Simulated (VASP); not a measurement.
## Sc: relaxation of shape and atoms at fixed volume with PBE

Crystal: Sc.

```xyz
4
Lattice="2.9230 0.0000 0.0000 -1.4615 2.5314 0.0000 0.0000 0.0000 9.3209" Properties=species:S:1:pos:R:3 pbc="T T T"
Sc    0.0000    0.0000    0.0000
Sc    0.0000    0.0000    4.6604
Sc    0.0000    1.6876    2.3302
Sc    1.4615    0.8438    6.9907
```

```yaml
Program: VASP 6.6.1
Task: relaxation of shape and atoms at fixed volume
Functional: PBE
Potentials_or_basis: VASP PAW PBE potentials, release 64 (Sc_sv)
Cutoff: 600 eV
k_mesh: 12 × 12 × 4
Occupations: fermi-dirac, width 0.05 eV
Spin: no spin polarisation
Dipole_correction: no
Further_INCAR_settings: ALGO = Normal; EDIFF = 1e-07; IBRION = 2; EDIFFG = -0.005; NSW = 50; ISIF = 4
```

```
Energy gained by relaxing : 0.2 meV/atom
Ionic steps               : 3
Pressure after relaxing   : 32.4 GPa
Band gap on the k mesh    : zero (bands 22 and 23 overlap by 1.80 eV)
```

Step by step:
```tsv
step	energy change (eV)	largest force (eV/Å)	pressure (GPa)	volume (Å³)
1	0.0000	0.0000	32.35	68.97
2	-0.0008	0.0000	32.36	68.97
3	-0.0009	0.0000	32.37	68.97
```

Final structure:
```
CELL_PARAMETERS angstrom
2.91654 0.00000 0.00000
-1.45827 2.52580 0.00000
0.00000 0.00000 9.36243
ATOMIC_POSITIONS crystal
Sc 0.00000 0.00000 0.00000
Sc 0.00000 0.00000 0.50000
Sc 0.33333 0.66667 0.25000
Sc 0.66667 0.33333 0.75000
```

Levels at points of the mesh, in eV from the Fermi level:
```csv
k point,band 20,band 21,band 22,band 23,band 24,band 25
"(0.00, 0.00, 0.00)",-2.21,0.97,1.04,1.57,1.79,1.79
"(0.50, 0.00, 0.00)",-1.34,-0.64,-0.62,-0.46,0.78,0.94
"(0.00, 0.00, 0.50)",-2.47,1.03,1.03,1.73,1.73,1.94
"(0.50, 0.00, 0.50)",-1.86,-1.00,-1.00,0.60,0.60,1.72
```

It took 2.9 min on 1 thread of Intel(R) Xeon(R) Platinum 8488C (Sapphire Rapids), with other jobs on the host, peak memory 0.26 GiB.
